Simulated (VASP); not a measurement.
Write the native input for VASP 6.6.1 that does the following.

```
Task                   : single point
Functional             : PBEsol
Potentials or basis    : VASP PAW PBE potentials, release 64 (Cd, Se)
Cutoff                 : 500 eV
k mesh                 : 12 × 12 × 12
Occupations            : gaussian, width 0.1 eV
Spin                   : no spin polarisation
Dipole correction      : no
Further INCAR settings : ALGO = Normal; EDIFF = 1e-06; NBANDS = 16
```

The structure of CdSe lies in POSCAR:

```
CdSe
1.0
    0.0000000000      2.8739580000      2.8739580000
    2.8739580000      0.0000000000      2.8739580000
    2.8739580000      2.8739580000      0.0000000000
Cd Se
1 1
Direct
    0.0652410369      0.0652410369     -0.0652410369
    0.5000000000      0.5000000000      0.5000000000
```

This cell differs from its parent crystal: one atom moved.

One way to write it, as run:

INCAR

```
ALGO = Normal ; EDIFF = 1E-6
ENCUT = 500 ; GGA = PS
GGA_COMPAT = F ; ISIF = 2
ISMEAR = 0 ; LASPH = T
LCHARG = T ; LELF = T
LREAL = F ; LVHAR = T
LWAVE = F ; NBANDS = 16
NELM = 120 ; PREC = Accurate
SIGMA = 0.1
```

KPOINTS

```
k-points
0
Gamma
  12 12 12
```

Potentials or basis: VASP PAW PBE potentials, release 64 (Cd, Se).

Launch:

```bash
$ cat potpaw_PBE.64/Cd/POTCAR potpaw_PBE.64/Se/POTCAR > POTCAR
$ mpirun -np 1 vasp_std > vasp.out
```

Results of the run:

| Item | Value |
| --- | --- |
| Pressure | -0.2 GPa |
| Largest force | 1.033 eV/Å |
| Band gap on the k mesh | zero (bands 9 and 10 overlap by 0.26 eV) |

Caveat: the cell differs from its parent crystal (one atom moved); semilocal functionals underestimate gaps, so a narrow gap can read as zero; the PAW data sets were made with another functional, which shifts forces and pressure a little.

Run time: 2.8 min on 1 thread of Intel Xeon 8259CL, on a shared host, peak memory 0.26 GiB.
